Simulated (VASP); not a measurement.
# CdS: single point with PBE

Crystal: CdS.

```
Cd S
1.0
     0.00000    2.91650    2.91650
     2.91650    0.00000    2.91650
     2.91650    2.91650    0.00000
Cd S
1 1
Direct
  0.99974 0.99851 0.00270
  0.74307 0.75322 0.75154
```

This cell differs from its parent crystal: atoms moved at random.

* Program: VASP 6.6.1
* Task: single point
* Functional: PBE
* Potentials or basis: VASP PAW PBE potentials, release 64 (Cd, S)
* Cutoff: 450 eV
* k mesh: 7 × 7 × 7
* Occupations: gaussian, width 0.02 eV
* Spin: no spin polarisation

```json
{"Pressure": "3.1 GPa", "Largest force": "0.138 eV/Å", "Band gap on the k mesh": "1.14 eV"}
```

Forces in eV/Å, atoms in the order of the input:
```
Cd   0.057 -0.121 -0.035
S   -0.057  0.121  0.035
```

Stress tensor (GPa, compression positive):
```
 3.09 -0.15 -0.54
-0.15  3.08  0.25
-0.54  0.25  3.09
```

Levels at points of the mesh, in eV from the valence-band top:
```csv
k point,band 6,band 7,band 8,band 9,band 10,band 11,band 12,band 13
"(0.00, 0.00, 0.00)",-7.26,-0.02,0.00,0.00,1.14,6.53,6.54,6.55
```

It took 2.1 min on 1 thread of Intel(R) Xeon(R) Platinum 8488C (Sapphire Rapids), on a shared host, peak memory 0.24 GiB.

Caveat: the cell differs from its parent crystal (atoms moved at random); the cell stands under pressure.
